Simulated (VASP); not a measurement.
# Al (Fm-3m) in VASP: a series of runs, part 2 of 3

VASP 6.6.1. The steps go on from the part before.

### Step 3. Single point, r2SCAN

File POSCAR:

```
Al
1.0
    0.0000000000      2.0351503298      2.0351503298
    2.0351503298      0.0000000000      2.0351503298
    2.0351503298      2.0351503298      0.0000000000
Al
1
Direct
    0.0000000000      0.0000000000      0.0000000000
```

File INCAR.step1:

```
  PREC = Accurate
  ENCUT = 520
  ISMEAR = 0
  SIGMA = 0.1
  LREAL = False
  LASPH = True
  NELM = 80
  NBANDS = 8
  GGA = PE
  ALGO = Normal
  EDIFF = 1E-4
  LWAVE = True
  LCHARG = False
```

File INCAR.step2:

```
  PREC = Accurate
  ENCUT = 520
  EDIFF = 1E-6
  ISMEAR = 0
  SIGMA = 0.1
  LREAL = False
  LASPH = True
  NELM = 80
  ALGO = Normal
  ISIF = 2
  LWAVE = False
  LCHARG = False
  METAGGA = R2SCAN
  LMIXTAU = True
  NBANDS = 8
  ISTART = 1
```

File KPOINTS:

```
Automatic mesh
0
Gamma
  18 18 18
```

Potentials or basis: VASP PAW PBE potentials, release 64 (Al).

Run with:

```console
$ cat potpaw_PBE.64/Al/POTCAR > POTCAR
$ cp INCAR.step1 INCAR
$ mpirun -np 1 vasp_std > vasp.out
$ cp INCAR.step2 INCAR
$ mpirun -np 1 vasp_std > vasp.out
```

OUTCAR:

```text
PREC = Accurate
   ENCUT = 520
   EDIFF = 1E-6
   ISMEAR = 0
   LREAL = False
   LASPH = True
   NELM = 80
   ISIF = 2
   METAGGA = R2SCAN
   ISTART = 1

 ion  position               nearest neighbor table
   1  0.000  0.000  0.000-

  LATTYP: Found a face centered cubic cell.
 ALAT       =     4.0703006596

  Lattice vectors:

 A1 = (   0.0000000000,   2.0351503298,   2.0351503298)
 A2 = (   2.0351503298,   0.0000000000,   2.0351503298)
 A3 = (   2.0351503298,   2.0351503298,   0.0000000000)

Analysis of symmetry for initial positions (statically):
=====================================================================
 Subroutine PRICEL returns:
 Original cell was already a primitive cell.

 Routine SETGRP: Setting up the symmetry group for a
 face centered cubic supercell.

 Subroutine GETGRP returns: Found 48 space group operations
 (whereof 48 operations were pure point group operations)
 out of a pool of 48 trial point group operations.

The static configuration has the point symmetry O_h .

Analysis of symmetry for dynamics (positions and initial velocities):
=====================================================================
 Subroutine PRICEL returns:
 Original cell was already a primitive cell.

 Routine SETGRP: Setting up the symmetry group for a
 face centered cubic supercell.

 Subroutine GETGRP returns: Found 48 space group operations
 (whereof 48 operations were pure point group operations)
 out of a pool of 48 trial point group operations.

The dynamic configuration has the point symmetry O_h .

 Subroutine INISYM returns: Found 48 space group operations
 (whereof 48 operations are pure point group operations),
 and found     1 'primitive' translations

----------------------------------------------------------------------------------------

                                     Primitive cell

  volume of cell :      16.8585

  direct lattice vectors                    reciprocal lattice vectors
     0.000000000  2.035150330  2.035150330    -0.245682097  0.245682097  0.245682097
     2.035150330  0.000000000  2.035150330     0.245682097 -0.245682097  0.245682097
     2.035150330  2.035150330  0.000000000     0.245682097  0.245682097 -0.245682097

  length of vectors
     2.878137198  2.878137198  2.878137198     0.425533874  0.425533874  0.425533874

  position of ions in fractional coordinates (direct lattice)
     0.000000000  0.000000000  0.000000000

  ion indices of the primitive-cell ions
   primitive index   ion index
                 1           1

----------------------------------------------------------------------------------------

 KPOINTS: Automatic mesh

Automatic generation of k-mesh.
 Grid dimensions read from file:
 generate k-points for:   18   18   18

 Generating k-lattice:

  Cartesian coordinates                     Fractional coordinates (reciprocal lattice)
    -0.013649005  0.013649005  0.013649005     0.055555556  0.000000000  0.000000000
     0.013649005 -0.013649005  0.013649005     0.000000000  0.055555556  0.000000000
     0.013649005  0.013649005 -0.013649005     0.000000000  0.000000000  0.055555556

  Length of vectors
     0.023640771  0.023640771  0.023640771

  Shift w.r.t. Gamma in fractional coordinates (k-lattice)
     0.000000000  0.000000000  0.000000000

 Subroutine IBZKPT returns following result:
 ===========================================

 Found    195 irreducible k-points:

 Following reciprocal coordinates:
            Coordinates               Weight
  0.000000  0.000000  0.000000      1.000000
  0.055556  0.000000  0.000000      8.000000
  0.111111  0.000000  0.000000      8.000000
  0.166667  0.000000  0.000000      8.000000
  0.222222  0.000000  0.000000      8.000000
  0.277778  0.000000  0.000000      8.000000
[... 16 lines left out ...]
 -0.277778  0.055556  0.000000     24.000000
 -0.222222  0.055556  0.000000     24.000000
 [... further k-points ...]
   k-points           NKPTS =    195   k-points in BZ     NKDIM =    195   number of bands    NBANDS=      8
   number of dos      NEDOS =    301   number of ions     NIONS =      1
   total plane-waves  NPLWV =  13824
   dimension x,y,z NGX =    24 NGY =   24 NGZ =   24
   dimension x,y,z NGXF=    48 NGYF=   48 NGZF=   48
   ions per type =               1
   NGX,Y,Z   is equivalent  to a cutoff of  13.86, 13.86, 13.86 a.u.
   NGXF,Y,Z  is equivalent  to a cutoff of  27.73, 27.73, 27.73 a.u.
 SYSTEM =  unknown system
   PREC   = accura    normal or accurate (medium, high low for compatibility)
   ISTART =      1    job   : 0-new  1-cont  2-samecut
   ICHARG =      0    charge: 1-file 2-atom 10-const
   ISPIN  =      1    spin polarized calculation?
   LNONCOLLINEAR =      F non collinear calculations
   LSORBIT =      F    spin-orbit coupling
   LASPH  =      T    aspherical Exc in radial PAW
   ENCUT  =  520.0 eV  38.22 Ry    6.18 a.u.   5.35  5.35  5.35*2*pi/ulx,y,z
   NELM   =     80;   NELMIN=  2; NELMDL=  0     # of ELM steps
   EDIFF  = 0.1E-05   stopping-criterion for ELM
   LREAL  =      F    real-space projection
   EDIFFG = 0.1E-04   stopping-criterion for IOM
   NSW    =      0    number of steps for IOM
   IBRION =     -1    ionic relax: 0-MD 1-quasi-New 2-CG
   NFREE  =      0    steps in history (QN), initial steepest desc. (CG)
   ISIF   =      2    stress and relaxation
   ISYM   =      2    0-nonsym 1-usesym 2-fastsym
   POTIM  = 0.5000    time-step for ionic-motion
   TEBEG  =    0.0;   TEEND  =   0.0 temperature during run
   PSTRESS=    0.0 pullay stress
   NELECT =       3.0000    total number of electrons
   NUPDOWN=      -1.0000    fix difference up-down
   EMIN   =  10.00;   EMAX   =-10.00  energy-range for DOS
   EFERMI =   0.00;   METHOD = LEGACY
   ISMEAR =     0;   SIGMA  =   0.10  broadening in eV -4-tet -1-fermi 0-gaus
   EFERMI_NEDOS =   21; number of points for ismear=-14 and -15
   IALGO  =     38    algorithm
   IMIX   =      4    mixing-type and parameters
     AMIX     =   0.40;   BMIX     =  1.00
     AMIX_MAG =   1.60;   BMIX_MAG =  1.00
  volume/ion in A,a.u.               =      16.86       113.77
  Fermi-wavevector in a.u.,A,eV,Ry     =   0.920821  1.740100 11.536545  0.847912
  Thomas-Fermi vector in A             =   2.046169
   LORBIT       =      0    0 simple, 1 ext, 2 COOP (PROOUT), +10 PAW based schemes
   METAGGA = R2SCAN    functional components
   LHFCALC =     F    Hartree Fock is set to
   AEXX    =    0.0000 exact exchange contribution
   IVDW    =     0    specifies the selected vdW correction
   LEPSILON=     F    determine dielectric tensor
   LRPA    =     F    only Hartree local field effects (RPA)
 non-spin polarized calculation
 Gauss-broadening in eV      SIGMA  =   0.10
  energy-cutoff  :      520.00
  volume of cell :       16.86
 maximum number of plane-waves:       467
 NGX is ok and might be reduce to    24
   NGX = 11   NGY = 11   NGZ = 11

 number of electron       3.0000000 magnetization

 Free energy of the ion-electron system (eV)
  ---------------------------------------------------
  ext. energy  EPLUGINS =         0.00000000
  ---------------------------------------------------
  free energy    TOTEN  =        -6.72028287 eV

  energy without entropy =       -6.71740611  energy(sigma->0) =       -6.71884449

 E-fermi :   7.7945     XC(G=0): -10.8267

 val. band max:        7.7929282772   @ k =  -0.4444   0.3333   0.1111
 cond. band min:       7.8207181260   @ k =  -0.2222   0.3889   0.1667
 fundamental gap:      0.0277898488
 Fermi energy:         7.7945294369

 k-point     1 :       0.0000    0.0000    0.0000
  band No.  band energies     occupation
      1      -3.8919      2.00000
      2      20.9969      0.00000
      3      20.9969      0.00000
      4      20.9969      0.00000
      5      22.7201      0.00000
      6      22.7201      0.00000
      7      22.7201      0.00000
      8      25.0027      0.00000

 k-point     2 :       0.0556    0.0000    0.0000
  band No.  band energies     occupation
      1      -3.8039      2.00000
      2      19.4391      0.00000
      3      20.6950      0.00000
      4      20.6950      0.00000
      5      23.1600      0.00000
      6      23.1600      0.00000
      7      23.2766      0.00000
      8      25.9424      0.00000
[... 221 lines left out ...]
 k-point    23 :      -0.2778    0.0556    0.0000
  band No.  band energies     occupation
      1      -1.3314      2.00000
      2       9.7234      0.00000
      3      17.3936      0.00000
      4      20.4132      0.00000
      5      21.3415      0.00000
      6      22.8561      0.00000
      7      23.5296      0.00000
      8      27.4233      0.00000

 k-point    24 :      -0.2222    0.0556    0.0000
  band No.  band energies     occupation
      1      -2.1703      2.00000
      2      11.8303      0.00000
      3      17.5634      0.00000
      4      20.5531      0.00000
      5      22.3880      0.00000
      6      23.5013      0.00000
      7      23.9721      0.00000
      8      26.2565      0.00000

 [... further k-points ...]
[... 5 lines left out ...]
  --------------------------------------------------------------------------------------
  -------------------------------------------------------------------------------------
  Total       -0.5206368     -0.5206368     -0.5206368     -0.0000000     -0.0000000      0.0000000
  in kB      -49.4795751    -49.4795751    -49.4795751     -0.0000000     -0.0000000      0.0000000
  external PRESSURE =     -49.4795751 kB  Pullay stress =       0.0000000 kB

 VOLUME and BASIS-vectors are now :
 -----------------------------------------------------------------------------
  energy-cutoff  :      520.00
  volume of cell :       16.86
      direct lattice vectors                 reciprocal lattice vectors
     0.000000000  2.035150330  2.035150330    -0.245682097  0.245682097  0.245682097
     2.035150330  0.000000000  2.035150330     0.245682097 -0.245682097  0.245682097
     2.035150330  2.035150330  0.000000000     0.245682097  0.245682097 -0.245682097

 POSITION                                       TOTAL-FORCE (eV/Angst)
 -----------------------------------------------------------------------------------
      0.00000      0.00000      0.00000         0.000000      0.000000      0.000000
 -----------------------------------------------------------------------------------
    total drift:                               -0.000000     -0.000000     -0.000000

  FREE ENERGIE OF THE ION-ELECTRON SYSTEM (eV)
  ---------------------------------------------------
  free  energy   TOTEN  =        -6.7202828694 eV

  energy  without entropy=       -6.7174061078  energy(sigma->0) =       -6.71884449
```

OUTCAR.step1:

```text
PREC = Accurate
   ENCUT = 520
   ISMEAR = 0
   LREAL = False
   LASPH = True
   NELM = 80
[... 479 lines left out ...]

 POSITION                                       TOTAL-FORCE (eV/Angst)
 -----------------------------------------------------------------------------------
      0.00000      0.00000      0.00000         0.000000      0.000000     -0.000000
 -----------------------------------------------------------------------------------
    total drift:                               -0.000000     -0.000000      0.000000

  FREE ENERGIE OF THE ION-ELECTRON SYSTEM (eV)
  ---------------------------------------------------
  free  energy   TOTEN  =        -3.7426855359 eV

  energy  without entropy=       -3.7399495136  energy(sigma->0) =       -3.74131752
```

OSZICAR.step1:

```text
N       E                     dE             d eps       ncg     rms          rms(c)
DAV:   1    -0.233498270117E+01   -0.23350E+01   -0.87297E+02  3128   0.207E+02
DAV:   2    -0.375768658250E+01   -0.14227E+01   -0.13826E+01  4344   0.192E+01
DAV:   3    -0.376478395569E+01   -0.70974E-02   -0.70960E-02  4024   0.152E+00
DAV:   4    -0.376480048589E+01   -0.16530E-04   -0.16529E-04  4792   0.640E-02
DAV:   5    -0.376480052798E+01   -0.42085E-07   -0.42321E-07  4056   0.169E-03    0.127E+00
DAV:   6    -0.375201659866E+01    0.12784E-01   -0.17521E-03  4240   0.199E-01    0.738E-01
DAV:   7    -0.374269112009E+01    0.93255E-02   -0.52299E-03  4048   0.323E-01    0.143E-01
DAV:   8    -0.374268553595E+01    0.55841E-05   -0.13921E-05  4184   0.268E-02
   1 F= -.37426855E+01 E0= -.37413175E+01  d E =-.273602E-02
```

Run time: 48 s. Hardware: 1 thread of Intel Xeon Platinum 8488C (Sapphire Rapids), shared host; peak memory 0.15 GiB.

What came out:

| Item | Value |
| --- | --- |
| Free energy | -6.7203 eV |
| Pressure | -4.9 GPa |

Levels at points of the mesh, in eV from the Fermi level:
```csv
k point,band 1,band 2,band 3,band 4,band 5
"(0.00, 0.00, 0.00)",-11.69,13.20,13.20,13.20,14.93
"(0.50, 0.00, 0.00)",-4.91,-4.51,11.98,11.98,12.07
"(0.50, 0.50, 0.00)",-3.11,-1.64,5.46,5.89,5.89
```

Caveat: the PAW data sets were made with another functional, which shifts forces and pressure a little.

[end of part 2 of 3]
